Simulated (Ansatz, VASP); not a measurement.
## One calculation of Si2W, two programs

```
CELL_PARAMETERS angstrom
-1.60600 1.60600 3.94000
1.60600 -1.60600 3.94000
1.60600 1.60600 -3.94000
ATOMIC_POSITIONS crystal
Si 0.33300 0.33300 0.00000
Si 0.66700 0.66700 0.00000
W 0.00000 0.00000 0.00000
```

Alike in both runs: task relaxation of cell and atoms; functional LDA; k mesh 18 × 18 × 18; occupations gaussian, width 0.1 eV; no spin polarisation.

|  | VASP | Ansatz |
| --- | --- | --- |
| version | VASP 6.6.1 | Ansatz 0.2.0 |
| potentials or method | VASP PAW LDA potentials, release 64 (Si, W_sv), cutoff 600 eV | scalar-relativistic, plane waves, PAW |
| valence electrons in the cell | 22 | 22 |

VASP gave:

```
gap on the k mesh at the Fermi level, each at its own relaxed structure (eV)  : none
relaxed volume (Å³/atom)                                                      : 13.19
relaxed length of the cell vector where the two differ most in proportion (Å) : 4.496
```

Question: What did Ansatz give for the same quantities?

Answer: gap on the k mesh at the Fermi level, each at its own relaxed structure (eV): none; relaxed volume (Å³/atom): 13.14; relaxed length of the cell vector where the two differ most in proportion (Å): 4.491.

LDA's correlation is that of Perdew and Zunger in VASP and of Perdew and Wang (1992) in Ansatz. A gap of «none» marks a metal or a gap that the smearing closes.

Spin-orbit coupling is off throughout.
